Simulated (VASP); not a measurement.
MgO: single point with BLYP+D3(BJ)

MgO:

```
Mg O
1.0
     3.45680    0.00000    0.00000
    -1.72840    2.99367    0.00000
     0.00000    0.00000    4.18256
Mg O
2 2
Direct
  0.66667 0.33333 0.75000
  0.33333 0.66667 0.25000
  0.66667 0.33333 0.25000
  0.33333 0.66667 0.75000
```

```json
{"Program": "VASP 6.6.1", "Task": "single point", "Functional": "BLYP", "Dispersion": "D3(BJ)", "Potentials or basis": "VASP PAW PBE potentials, release 64 (Mg, O)", "Cutoff": "520 eV", "k mesh": "6 × 6 × 4", "Occupations": "gaussian, width 0.01 eV", "Spin": "no spin polarisation", "Dipole correction": "no", "Further INCAR settings": "ALGO = Normal; EDIFF = 1e-06; NBANDS = 16"}
```

```yaml
Pressure: -0.2 GPa
Band_gap_on_the_k_mesh: 3.79 eV, direct
Dispersion_energy_per_atom: -0.549 eV
```

Stress tensor (GPa, compression positive):
```
-0.04  0.00  0.00
 0.00 -0.04  0.00
 0.00  0.00 -0.38
```

Levels at points of the mesh, in eV from the valence-band top:
| k point | band 4 | band 5 | band 6 | band 7 | band 8 | band 9 | band 10 | band 11 | band 12 | band 13 |
| --- | --- | --- | --- | --- | --- | --- | --- | --- | --- | --- |
| (0.00, 0.00, 0.00) | -1.74 | -1.74 | -0.84 | -0.84 | 0.00 | 3.79 | 9.64 | 12.59 | 12.79 | 12.79 |
| (0.50, 0.00, 0.00) | -2.38 | -2.34 | -2.01 | -1.30 | -0.56 | 7.33 | 9.33 | 10.17 | 12.32 | 13.23 |
| (0.00, 0.00, 0.50) | -2.40 | -1.31 | -1.31 | -1.31 | -1.31 | 6.76 | 6.76 | 13.17 | 13.17 | 13.17 |
| (0.50, 0.00, 0.50) | -3.88 | -1.55 | -1.55 | -0.84 | -0.84 | 7.65 | 7.65 | 12.24 | 12.24 | 14.38 |

Wall time 17 s on 1 thread of AMD EPYC 9R45 96-Core Processor (Zen 5), with other jobs on the host, peak memory 0.15 GiB.

Caveat: the PAW data sets were made with another functional, which shifts forces and pressure a little. As with any semilocal functional, this BLYP gap is likely too small.
